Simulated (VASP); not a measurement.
# Hf: single point with RPBE+D4

Hf:

```xyz
1
Lattice="0.0000 2.2455 2.2455 2.2455 0.0000 2.2455 2.2455 2.2455 0.0000" Properties=species:S:1:pos:R:3 pbc="T T T"
Hf    0.0000    0.0000    0.0000
```

| Quantity | Value |
| --- | --- |
| Program | VASP 6.6.1 |
| Task | single point |
| Functional | RPBE |
| Dispersion | D4 |
| Potentials or basis | VASP PAW PBE potentials, release 64 (Hf_pv) |
| Cutoff | 520 eV |
| k mesh | 10 × 10 × 10 |
| Occupations | fermi-dirac, width 0.05 eV |
| Spin | no spin polarisation |
| Dipole correction | no |
| Further INCAR settings | ALGO = Fast; EDIFF = 1e-06; NBANDS = 11 |

* Pressure: -0.5 GPa
* Band gap on the k mesh: zero (band 5 reaches 6.18 eV, above the bottom of band 6 at 4.37 eV)
* Dispersion energy per atom: -0.324 eV

Levels at points of the mesh, in eV from the Fermi level:
```tsv
k point	band 2	band 3	band 4	band 5	band 6	band 7	band 8	band 9
(0.00, 0.00, 0.00)	-30.09	-30.09	-7.17	1.42	1.42	1.42	4.19	4.19
(0.50, 0.00, 0.00)	-30.20	-30.20	-3.59	0.50	1.21	1.21	6.25	6.25
(0.50, 0.50, 0.00)	-30.37	-30.37	-3.19	-2.07	2.43	6.27	6.86	6.86
```

It used 7.8 s of CPU time on 1 thread of Intel Xeon 6975P-C, with other jobs on the host.

Caveat: the PAW data sets were made with another functional, which shifts forces and pressure a little; spin-orbit coupling is left out, which moves the levels of the heavy elements; pairwise dispersion overbinds metals, which lowers pressure and volume.
